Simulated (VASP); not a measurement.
# Nb (R-3m) in VASP: single point with PBEsol

Aim: the single point of Nb with PBEsol.

Program: VASP 6.6.1. These are calculated values, not measurements. Logs are shortened: lines on timing, memory, paths and dates and some standing lists are left out, and cuts for length are marked.

## Step 1: The cell of the first run

Symmetry: R-3m, No. 166, trigonal system. The conventional cell has a = 3.133 Å, b = 3.133 Å, c = 6.320 Å, α = 90.00°, β = 90.00°, γ = 120.00°. Nb (site symmetry -3m) has 12 Nb at 2.78 to 3.13 Å within 3.7 Å.

## Step 2: Single point, PBEsol

INCAR reads:

```
SYSTEM = Nb
PREC = Accurate ; ENCUT = 500
EDIFF = 1E-6 ; ISMEAR = 0
SIGMA = 0.1 ; LREAL = .FALSE.
LASPH = .TRUE. ; NELM = 120
ALGO = Normal ; ISIF = 2
LWAVE = .FALSE. ; LCHARG = .TRUE.
GGA = PS ; LELF = .TRUE.
LVHAR = .TRUE. ; NBANDS = 12
GGA_COMPAT = .FALSE.
```

KPOINTS reads:

```
Automatic mesh
0
G
  21 21 21
  0 0 0
```

POSCAR reads:

```
Nb
1.0
    1.5665230036      0.9044324778      2.1067608632
   -1.5665230036      0.9044324778      2.1067608632
    0.0000000000     -1.8088649556      2.1067608632
Nb
1
Direct
    0.5000000000      0.5000000000      0.5000000000
```

Potentials or basis: VASP PAW PBE potentials, release 64 (Nb_sv).

Started as:

```sh
$ cat potpaw_PBE.64/Nb_sv/POTCAR > POTCAR
$ mpirun -np 1 vasp_std > vasp.out
```

OUTCAR:

```text
SYSTEM = Nb
   PREC = Accurate
   ENCUT = 500
   EDIFF = 1E-6
   ISMEAR = 0
   LREAL = .FALSE.
   LASPH = .TRUE.
   NELM = 120
   ISIF = 2
   GGA = PS

 ion  position               nearest neighbor table
   1  0.500  0.500  0.500-

  LATTYP: Found a trigonal (rhomboedric) cell.
 ALAT       =     2.7767667821
 COS(alpha) =     0.3634614092

  Lattice vectors:

 A1 = (   1.5665230036,   0.9044324778,   2.1067608632)
 A2 = (  -1.5665230036,   0.9044324778,   2.1067608632)
 A3 = (   0.0000000000,  -1.8088649556,   2.1067608632)

Analysis of symmetry for initial positions (statically):
=====================================================================
 Subroutine PRICEL returns:
 Original cell was already a primitive cell.

 Routine SETGRP: Setting up the symmetry group for a
 trigonal (rhombohedral) supercell.

 Subroutine GETGRP returns: Found 12 space group operations
 (whereof 12 operations were pure point group operations)
 out of a pool of 12 trial point group operations.

The static configuration has the point symmetry D_3d.

Analysis of symmetry for dynamics (positions and initial velocities):
=====================================================================
 Subroutine PRICEL returns:
 Original cell was already a primitive cell.

 Routine SETGRP: Setting up the symmetry group for a
 trigonal (rhombohedral) supercell.

 Subroutine GETGRP returns: Found 12 space group operations
 (whereof 12 operations were pure point group operations)
 out of a pool of 12 trial point group operations.

The dynamic configuration has the point symmetry D_3d.

 Subroutine INISYM returns: Found 12 space group operations
 (whereof 12 operations are pure point group operations),
 and found     1 'primitive' translations

----------------------------------------------------------------------------------------

                                     Primitive cell

  volume of cell :      17.9093

  direct lattice vectors                    reciprocal lattice vectors
     1.566523004  0.904432478  2.106760863     0.319178205  0.184277622  0.158220773
    -1.566523004  0.904432478  2.106760863    -0.319178205  0.184277622  0.158220773
     0.000000000 -1.808864956  2.106760863     0.000000000 -0.368555245  0.158220773

  length of vectors
     2.776766782  2.776766782  2.776766782     0.401082014  0.401082014  0.401082014

  position of ions in fractional coordinates (direct lattice)
[... 83 lines left out ...]
   ISIF   =      2    stress and relaxation
   ISYM   =      2    0-nonsym 1-usesym 2-fastsym
   POTIM  = 0.5000    time-step for ionic-motion
   TEBEG  =    0.0;   TEEND  =   0.0 temperature during run
   PSTRESS=    0.0 pullay stress
   NELECT =      13.0000    total number of electrons
   NUPDOWN=      -1.0000    fix difference up-down
   EMIN   =  10.00;   EMAX   =-10.00  energy-range for DOS
   EFERMI =   0.00;   METHOD = LEGACY
   ISMEAR =     0;   SIGMA  =   0.10  broadening in eV -4-tet -1-fermi 0-gaus
   EFERMI_NEDOS =   21; number of points for ismear=-14 and -15
   IALGO  =     38    algorithm
   IMIX   =      4    mixing-type and parameters
     AMIX     =   0.40;   BMIX     =  1.00
     AMIX_MAG =   1.60;   BMIX_MAG =  1.00
  volume/ion in A,a.u.               =      17.91       120.86
  Fermi-wavevector in a.u.,A,eV,Ry     =   1.471283  2.780321 29.452163  2.164673
  Thomas-Fermi vector in A             =   2.586437
   LORBIT       =      0    0 simple, 1 ext, 2 COOP (PROOUT), +10 PAW based schemes
   GGA     = PS    functional components
   LHFCALC =     F    Hartree Fock is set to
   AEXX    =    0.0000 exact exchange contribution
   IVDW    =     0    specifies the selected vdW correction
   LEPSILON=     F    determine dielectric tensor
   LRPA    =     F    only Hartree local field effects (RPA)
 non-spin polarized calculation
 Gauss-broadening in eV      SIGMA  =   0.10
  energy-cutoff  :      500.00
  volume of cell :       17.91
 maximum number of plane-waves:       467
   NGX = 11   NGY = 11   NGZ = 11

 number of electron      13.0000002 magnetization

 Free energy of the ion-electron system (eV)
  ---------------------------------------------------
  ext. energy  EPLUGINS =         0.00000000
  ---------------------------------------------------
  free energy    TOTEN  =       -10.67691468 eV

  energy without entropy =      -10.67053396  energy(sigma->0) =      -10.67372432

 E-fermi :  11.3545     XC(G=0): -12.6242

 val. band max:       11.3542984802   @ k =  -0.1905  -0.2857   0.0476
 cond. band min:      11.3561907729   @ k =  -0.4286   0.3810   0.3810
 fundamental gap:      0.0018922928
 Fermi energy:        11.3544526089

 k-point     1 :       0.0000    0.0000    0.0000
  band No.  band energies     occupation
      1     -43.0978      2.00000
      2     -18.4767      2.00000
      3     -18.4767      2.00000
      4     -18.0925      2.00000
      5       5.1921      2.00000
      6      10.2594      2.00000
      7      10.2594      2.00000
      8      13.8563      0.00000
      9      14.8842      0.00000
     10      14.8842      0.00000
     11      23.4857      0.00000
     12      27.2740      0.00000
[... 331 lines left out ...]
 k-point    24 :      -0.3810    0.0476    0.0000
  band No.  band energies     occupation
      1     -42.8992      2.00000
      2     -19.6872      2.00000
      3     -18.5146      2.00000
      4     -18.2981      2.00000
      5       7.6552      2.00000
      6      10.2525      2.00000
      7      11.7283      0.00000
      8      13.5235      0.00000
      9      15.1702      0.00000
     10      16.0992      0.00000
     11      22.5202      0.00000
     12      25.0293      0.00000

 [... further k-points ...]

------------------------ aborting loop because EDIFF is reached ----------------------------------------

  FORCE on cell =-STRESS in cart. coord.  units (eV):
  Direction    XX          YY          ZZ          XY          YZ          ZX
  --------------------------------------------------------------------------------------
  -------------------------------------------------------------------------------------
  Total       -0.0364940     -0.0364940     -0.0237609      0.0000000     -0.0000000      0.0000000
  in kB       -3.2647720     -3.2647720     -2.1256637      0.0000000     -0.0000000      0.0000000
  external PRESSURE =      -2.8850692 kB  Pullay stress =       0.0000000 kB

 VOLUME and BASIS-vectors are now :
 -----------------------------------------------------------------------------
  energy-cutoff  :      500.00
  volume of cell :       17.91
      direct lattice vectors                 reciprocal lattice vectors
     1.566523004  0.904432478  2.106760863     0.319178205  0.184277622  0.158220773
    -1.566523004  0.904432478  2.106760863    -0.319178205  0.184277622  0.158220773
     0.000000000 -1.808864956  2.106760863     0.000000000 -0.368555245  0.158220773

 POSITION                                       TOTAL-FORCE (eV/Angst)
 -----------------------------------------------------------------------------------
      0.00000      0.00000      3.16014         0.000000     -0.000000     -0.000000
 -----------------------------------------------------------------------------------
    total drift:                               -0.000000     -0.000000      0.000000

  FREE ENERGIE OF THE ION-ELECTRON SYSTEM (eV)
  ---------------------------------------------------
  free  energy   TOTEN  =       -10.6769146774 eV

  energy  without entropy=      -10.6705339622  energy(sigma->0) =      -10.67372432
```

Wall time 3.8 min (1 thread of Intel Xeon 8259CL, shared host); peak memory 0.27 GiB.

Results:

```
Free energy            : -10.6769 eV
Pressure               : -0.3 GPa
Band gap on the k mesh : zero (an odd number of electrons rules out a gap without spin polarisation)
```

Stress tensor (GPa, compression positive):
```
-0.33  0.00  0.00
 0.00 -0.33  0.00
 0.00  0.00 -0.21
```

Caveat: the PAW data sets were made with another functional, which shifts forces and pressure a little.
